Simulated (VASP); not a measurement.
# Ir2Rh (P6_3/mmc) in VASP: single point with PBE

Aim: the single point of Ir2Rh with PBE.

All numbers are computed with VASP 6.6.1; they aren't measurements. Logs are shortened: lines on timing, memory, paths and dates and some standing lists are left out, and cuts for length are marked.

## (1) The cell of the first run

It takes space group P6_3/mmc (No. 194, hexagonal). Conventional cell: a = 2.740 Å, b = 2.740 Å, c = 13.288 Å, α = 90.00°, β = 90.00°, γ = 120.00°. Within 3.6 Å of Ir (site symmetry 3m) lie 9 Ir at 2.71 to 2.74 Å and 3 Rh at 2.73 Å. Rh (site symmetry -6m2) has 6 Ir at 2.73 Å and 6 Rh at 2.74 Å within 3.6 Å.

## (2) Single point, PBE

Contents of INCAR:

```
SYSTEM = Ir2Rh
PREC = Accurate
ENCUT = 520
EDIFF = 1E-6
ISMEAR = 0
SIGMA = 0.1
LREAL = .FALSE.
LASPH = .TRUE.
NELM = 100
ALGO = Fast
ISIF = 2
LWAVE = .FALSE.
LCHARG = .FALSE.
GGA = PE
NBANDS = 42
```

Contents of KPOINTS:

```
regular mesh
0
G
  18 18 4
  0 0 0
```

Contents of POSCAR:

```
Ir2Rh
1.0
    2.7398397551      0.0000000000      0.0000000000
   -1.3699198775      2.3727708302      0.0000000000
    0.0000000000      0.0000000000     13.2879064706
Ir Rh
4 2
Direct
    0.3333333333      0.6666666667      0.9170893327
    0.3333333333      0.6666666667      0.5829106673
    0.6666666667      0.3333333333      0.0829106673
    0.6666666667      0.3333333333      0.4170893327
    0.3333333333      0.6666666667      0.2500000000
    0.6666666667      0.3333333333      0.7500000000
```

Potentials or basis: VASP PAW PBE potentials, release 64 (Ir, Rh_pv).

The run is started by

```sh
$ cat potpaw_PBE.64/Ir/POTCAR potpaw_PBE.64/Rh_pv/POTCAR > POTCAR
$ mpirun -np 1 vasp_std > vasp.out
```

OUTCAR:

```text
SYSTEM = Ir2Rh
   PREC = Accurate
   ENCUT = 520
   EDIFF = 1E-6
   ISMEAR = 0
   LREAL = .FALSE.
   LASPH = .TRUE.
   NELM = 100
   ISIF = 2
   GGA = PE

 ion  position               nearest neighbor table
   1  0.333  0.667  0.917-   3 2.71   3 2.71   3 2.71   6 2.73   6 2.73   6 2.73
   2  0.333  0.667  0.583-   4 2.71   4 2.71   4 2.71   6 2.73   6 2.73   6 2.73
   3  0.667  0.333  0.083-   1 2.71   1 2.71   1 2.71   5 2.73   5 2.73   5 2.73
   4  0.667  0.333  0.417-   2 2.71   2 2.71   2 2.71   5 2.73   5 2.73   5 2.73
   5  0.333  0.667  0.250-   3 2.73   4 2.73   3 2.73   4 2.73   3 2.73   4 2.73
   6  0.667  0.333  0.750-   1 2.73   2 2.73   1 2.73   2 2.73   1 2.73   2 2.73

  LATTYP: Found a hexagonal cell.
 ALAT       =     2.7398397551
 C/A-ratio  =     4.8498845401

  Lattice vectors:

 A1 = (   2.7398397551,   0.0000000000,   0.0000000000)
 A2 = (  -1.3699198775,   2.3727708302,   0.0000000000)
 A3 = (   0.0000000000,   0.0000000000,  13.2879064706)

Analysis of symmetry for initial positions (statically):
=====================================================================
 Subroutine PRICEL returns:
 Original cell was already a primitive cell.

 Routine SETGRP: Setting up the symmetry group for a
 hexagonal supercell.

 Subroutine GETGRP returns: Found 24 space group operations
 (whereof 12 operations were pure point group operations)
 out of a pool of 24 trial point group operations.

The static configuration has the point symmetry D_3d.
 The point group associated with its full space group is D_6h.

Analysis of symmetry for dynamics (positions and initial velocities):
=====================================================================
 Subroutine PRICEL returns:
 Original cell was already a primitive cell.

 Routine SETGRP: Setting up the symmetry group for a
 hexagonal supercell.

 Subroutine GETGRP returns: Found 24 space group operations
 (whereof 12 operations were pure point group operations)
 out of a pool of 24 trial point group operations.

The dynamic configuration has the point symmetry D_3d.
 The point group associated with its full space group is D_6h.

 Subroutine INISYM returns: Found 24 space group operations
 (whereof 12 operations are pure point group operations),
 and found     1 'primitive' translations

----------------------------------------------------------------------------------------

                                     Primitive cell

  volume of cell :      86.3848

  direct lattice vectors                    reciprocal lattice vectors
     2.739839755  0.000000000  0.000000000     0.364984849  0.210724101  0.000000000
    -1.369919878  2.372770830  0.000000000     0.000000000  0.421448202  0.000000000
     0.000000000  0.000000000 13.287906471     0.000000000  0.000000000  0.075256400

  length of vectors
     2.739839755  2.739839755 13.287906471     0.421448202  0.421448202  0.075256400

  position of ions in fractional coordinates (direct lattice)
     0.333333333  0.666666667  0.917089333
     0.333333333  0.666666667  0.582910667
     0.666666667  0.333333333  0.082910667
     0.666666667  0.333333333  0.417089333
     0.333333333  0.666666667  0.250000000
     0.666666667  0.333333333  0.750000000

  ion indices of the primitive-cell ions
   primitive index   ion index
                 1           1
                 2           2
                 3           3
                 4           4
                 5           5
                 6           6

----------------------------------------------------------------------------------------

 KPOINTS: regular mesh

Automatic generation of k-mesh.
 Grid dimensions read from file:
 generate k-points for:   18   18    4

 Generating k-lattice:

  Cartesian coordinates                     Fractional coordinates (reciprocal lattice)
     0.020276936  0.011706894  0.000000000     0.055555556  0.000000000  0.000000000
     0.000000000  0.023413789  0.000000000     0.000000000  0.055555556  0.000000000
     0.000000000  0.000000000  0.018814100     0.000000000  0.000000000  0.250000000

  Length of vectors
     0.023413789  0.023413789  0.018814100

  Shift w.r.t. Gamma in fractional coordinates (k-lattice)
     0.000000000  0.000000000  0.000000000

 Subroutine IBZKPT returns following result:
 ===========================================

 Found    111 irreducible k-points:

 Following reciprocal coordinates:
            Coordinates               Weight
  0.000000  0.000000  0.000000      1.000000
  0.055556  0.000000  0.000000      6.000000
  0.111111  0.000000  0.000000      6.000000
  0.166667  0.000000  0.000000      6.000000
  0.222222  0.000000  0.000000      6.000000
  0.277778  0.000000  0.000000      6.000000
[... 16 lines left out ...]
  0.333333  0.111111  0.000000     12.000000
  0.388889  0.111111  0.000000     12.000000
 [... further k-points ...]
   k-points           NKPTS =    111   k-points in BZ     NKDIM =    111   number of bands    NBANDS=     42
   number of dos      NEDOS =    301   number of ions     NIONS =      6
   total plane-waves  NPLWV =  40000
   dimension x,y,z NGX =    20 NGY =   20 NGZ =  100
   dimension x,y,z NGXF=    40 NGYF=   40 NGZF=  200
   ions per type =               4   2
   NGX,Y,Z   is equivalent  to a cutoff of  12.14, 12.14, 12.51 a.u.
   NGXF,Y,Z  is equivalent  to a cutoff of  24.27, 24.27, 25.02 a.u.
 SYSTEM =  Ir2Rh
   PREC   = accura    normal or accurate (medium, high low for compatibility)
   ISTART =      0    job   : 0-new  1-cont  2-samecut
   ICHARG =      2    charge: 1-file 2-atom 10-const
   ISPIN  =      1    spin polarized calculation?
   LNONCOLLINEAR =      F non collinear calculations
   LSORBIT =      F    spin-orbit coupling
   LASPH  =      T    aspherical Exc in radial PAW
   ENCUT  =  520.0 eV  38.22 Ry    6.18 a.u.   5.09  5.09 24.71*2*pi/ulx,y,z
   NELM   =    100;   NELMIN=  2; NELMDL= -5     # of ELM steps
   EDIFF  = 0.1E-05   stopping-criterion for ELM
   LREAL  =      F    real-space projection
   EDIFFG = 0.1E-04   stopping-criterion for IOM
   NSW    =      0    number of steps for IOM
   IBRION =     -1    ionic relax: 0-MD 1-quasi-New 2-CG
   NFREE  =      0    steps in history (QN), initial steepest desc. (CG)
   ISIF   =      2    stress and relaxation
   ISYM   =      2    0-nonsym 1-usesym 2-fastsym
   POTIM  = 0.5000    time-step for ionic-motion
   TEBEG  =    0.0;   TEEND  =   0.0 temperature during run
   PSTRESS=    0.0 pullay stress
   NELECT =      66.0000    total number of electrons
   NUPDOWN=      -1.0000    fix difference up-down
   EMIN   =  10.00;   EMAX   =-10.00  energy-range for DOS
   EFERMI =   0.00;   METHOD = LEGACY
   ISMEAR =     0;   SIGMA  =   0.10  broadening in eV -4-tet -1-fermi 0-gaus
   EFERMI_NEDOS =   21; number of points for ismear=-14 and -15
   IALGO  =     68    algorithm
   IMIX   =      4    mixing-type and parameters
     AMIX     =   0.40;   BMIX     =  1.00
     AMIX_MAG =   1.60;   BMIX_MAG =  1.00
  volume/ion in A,a.u.               =      14.40        97.16
  Fermi-wavevector in a.u.,A,eV,Ry     =   1.496616  2.828194 30.475127  2.239859
  Thomas-Fermi vector in A             =   2.608609
   LORBIT       =      0    0 simple, 1 ext, 2 COOP (PROOUT), +10 PAW based schemes
   GGA     = PE    functional components
   LHFCALC =     F    Hartree Fock is set to
   AEXX    =    0.0000 exact exchange contribution
   IVDW    =     0    specifies the selected vdW correction
   LEPSILON=     F    determine dielectric tensor
   LRPA    =     F    only Hartree local field effects (RPA)
 non-spin polarized calculation
 RMM-DIIS sequential band-by-band and
 Gauss-broadening in eV      SIGMA  =   0.10
  energy-cutoff  :      520.00
  volume of cell :       86.38
 maximum number of plane-waves:      2354
   NGX = 11   NGY = 11   NGZ = 49

 number of electron      65.9999999 magnetization

 Free energy of the ion-electron system (eV)
  ---------------------------------------------------
  ext. energy  EPLUGINS =         0.00000000
  ---------------------------------------------------
  free energy    TOTEN  =       -49.70205555 eV

  energy without entropy =      -49.66748828  energy(sigma->0) =      -49.68477191

 E-fermi :  10.5098     XC(G=0): -13.8381

 val. band max:       10.5027628901   @ k =   0.2778   0.1667   0.5000
 cond. band min:      10.5141420920   @ k =   0.3889   0.1667   0.2500
 fundamental gap:      0.0113792020
 Fermi energy:        10.5098069582

 k-point     1 :       0.0000    0.0000    0.0000
  band No.  band energies     occupation
      1     -36.3421      2.00000
      2     -36.3419      2.00000
      3     -36.0169      2.00000
      4     -36.0169      2.00000
      5     -36.0169      2.00000
      6     -36.0169      2.00000
[... 34 lines left out ...]
     41      10.7608      0.00039
     42      10.7608      0.00039

 k-point     2 :       0.0556    0.0000    0.0000
  band No.  band energies     occupation
      1     -36.3402      2.00000
      2     -36.3400      2.00000
      3     -36.0311      2.00000
      4     -36.0311      2.00000
      5     -36.0203      2.00000
      6     -36.0203      2.00000
[... 34 lines left out ...]
     41      10.8735      0.00000
     42      11.7615      0.00000

 k-point     3 :       0.1111    0.0000    0.0000
  band No.  band energies     occupation
      1     -36.3347      2.00000
      2     -36.3346      2.00000
      3     -36.0719      2.00000
      4     -36.0719      2.00000
      5     -36.0301      2.00000
      6     -36.0301      2.00000
[... 34 lines left out ...]
     41      11.3451      0.00000
     42      13.0455      0.00000

 k-point     4 :       0.1667    0.0000    0.0000
  band No.  band energies     occupation
      1     -36.3262      2.00000
      2     -36.3261      2.00000
      3     -36.1341      2.00000
      4     -36.1341      2.00000
      5     -36.0451      2.00000
      6     -36.0451      2.00000
[... 844 lines left out ...]
     41      13.9476      0.00000
     42      18.0257      0.00000

 k-point    23 :       0.3333    0.1111    0.0000
  band No.  band energies     occupation
      1     -36.4145      2.00000
      2     -36.4145      2.00000
      3     -36.2838      2.00000
      4     -36.2837      2.00000
      5     -36.1468      2.00000
      6     -36.1468      2.00000
[... 34 lines left out ...]
     41      14.5001      0.00000
     42      18.1135      0.00000

 k-point    24 :       0.3889    0.1111    0.0000
  band No.  band energies     occupation
      1     -36.4483      2.00000
      2     -36.4482      2.00000
      3     -36.2786      2.00000
      4     -36.2785      2.00000
      5     -36.1590      2.00000
      6     -36.1590      2.00000
[... 34 lines left out ...]
     41      14.8062      0.00000
     42      16.2964      0.00000

 [... further k-points ...]

------------------------ aborting loop because EDIFF is reached ----------------------------------------

  FORCE on cell =-STRESS in cart. coord.  units (eV):
  Direction    XX          YY          ZZ          XY          YZ          ZX
  --------------------------------------------------------------------------------------
  -------------------------------------------------------------------------------------
  Total        0.1663252      0.1663252      0.1727070      0.0000000      0.0000000     -0.0000000
  in kB        3.0848290      3.0848290      3.2031917      0.0000000      0.0000000     -0.0000000
  external PRESSURE =       3.1242832 kB  Pullay stress =       0.0000000 kB

 VOLUME and BASIS-vectors are now :
 -----------------------------------------------------------------------------
  energy-cutoff  :      520.00
  volume of cell :       86.38
      direct lattice vectors                 reciprocal lattice vectors
     2.739839755  0.000000000  0.000000000     0.364984849  0.210724101  0.000000000
    -1.369919878  2.372770830  0.000000000     0.000000000  0.421448202  0.000000000
     0.000000000  0.000000000 13.287906471     0.000000000  0.000000000  0.075256400

 POSITION                                       TOTAL-FORCE (eV/Angst)
 -----------------------------------------------------------------------------------
     -0.00000      1.58185     12.18620        -0.000000      0.000000     -0.030267
     -0.00000      1.58185      7.74566        -0.000000      0.000000      0.030267
      1.36992      0.79092      1.10171        -0.000000     -0.000000      0.030267
      1.36992      0.79092      5.54224        -0.000000     -0.000000     -0.030267
     -0.00000      1.58185      3.32198         0.000000      0.000000      0.000000
      1.36992      0.79092      9.96593        -0.000000      0.000000      0.000000
 -----------------------------------------------------------------------------------
    total drift:                               -0.000000      0.000000     -0.000000

  FREE ENERGIE OF THE ION-ELECTRON SYSTEM (eV)
  ---------------------------------------------------
  free  energy   TOTEN  =       -49.7020555451 eV

  energy  without entropy=      -49.6674882786  energy(sigma->0) =      -49.68477191
```

It took 8.7 min on 1 thread of Intel Xeon Platinum 8259CL at 2.50GHz (Skylake/Cascade Lake), shared host; peak memory 0.43 GiB.

What came out:

* Free energy: -49.7021 eV
* Pressure: 0.3 GPa
* Largest force: 0.030 eV/Å
* Band gap on the k mesh: zero (bands 33 and 34 overlap by 2.68 eV)

Forces in eV/Å, atoms in the order of the input:
```
Ir   0.000  0.000 -0.030
Ir   0.000  0.000  0.030
Ir   0.000  0.000  0.030
Ir   0.000  0.000 -0.030
Rh   0.000  0.000  0.000
Rh   0.000  0.000  0.000
```

Caveat: spin-orbit coupling is left out, which moves the levels of the heavy elements.
